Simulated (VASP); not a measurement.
Input of a VASP 6.6.1 run:

The input POSCAR:

```
Tc3Ge
1.0
    0.0000000000      3.1315389908      3.1315389908
    3.1315389908      0.0000000000      3.1315389908
    3.1315389908      3.1315389908      0.0000000000
Tc Ge
3 1
Direct
    0.2500000000      0.2500000000      0.2500000000
    0.7500000000      0.7500000000      0.7500000000
    0.5000000000      0.5000000000      0.5000000000
    0.0000000000      0.0000000000      0.0000000000
```

Contents of INCAR.step1:

```
  PREC = Accurate
  ENCUT = 520
  ISMEAR = 1
  SIGMA = 0.15
  LREAL = F
  LASPH = T
  NELM = 100
  NBANDS = 34
  GGA = PE
  ALGO = Normal
  EDIFF = 1E-4
  LWAVE = T
  LCHARG = F
```

The input INCAR.step2:

```
  PREC = Accurate
  ENCUT = 520
  EDIFF = 1E-6
  ISMEAR = 1
  SIGMA = 0.15
  LREAL = F
  LASPH = T
  NELM = 100
  ALGO = Normal
  ISIF = 2
  LWAVE = F
  LCHARG = F
  METAGGA = R2SCAN
  LMIXTAU = T
  NBANDS = 34
  ISTART = 1
```

KPOINTS

```
regular mesh
0
Gamma
  7 7 7
```

Potentials or basis: VASP PAW PBE potentials, release 64 (Tc_pv, Ge_d).

Command:

```sh
$ cat potpaw_PBE.64/Tc_pv/POTCAR potpaw_PBE.64/Ge_d/POTCAR > POTCAR
$ cp INCAR.step1 INCAR
$ mpirun -np 1 vasp_std > vasp.out
$ cp INCAR.step2 INCAR
$ mpirun -np 1 vasp_std > vasp.out
```

Question: Predict the pressure.

Answer: -18.7 GPa.

Caveat: the PAW data sets were made with another functional, which shifts forces and pressure a little.
